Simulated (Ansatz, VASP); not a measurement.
## One calculation of AgCl, two programs

```
CELL_PARAMETERS angstrom
0.00000 2.78638 2.78638
2.78638 0.00000 2.78638
2.78638 2.78638 0.00000
ATOMIC_POSITIONS crystal
Ag 0.00000 0.00000 0.00000
Cl 0.50000 0.50000 0.50000
```

Change from the starting cell: volume scaled by 0.98, PAW files.

Alike in both runs: task electric field gradients; functional PBE; k mesh 12 × 12 × 12; occupations fermi-dirac, width 0.08 eV; no spin polarisation.

|  | VASP | Ansatz |
| --- | --- | --- |
| version | VASP 6.6.1 | Ansatz 0.2.0 |
| potentials or method | VASP PAW PBE potentials, release 64 (Ag, Cl) | PAW with Ansatz's default frozen-core files, scalar-relativistic |
| plane-wave cutoff (eV) | 520 | 420 |
| valence electrons in the cell | 18 | 26 |

```csv
,VASP,Ansatz,Ansatz less VASP
pressure (GPa),0.8,0.9,+0.13
```

VASP's potentials hold 18 valence electrons a cell and Ansatz's 26, so a difference there can come from the potentials and not from the codes.
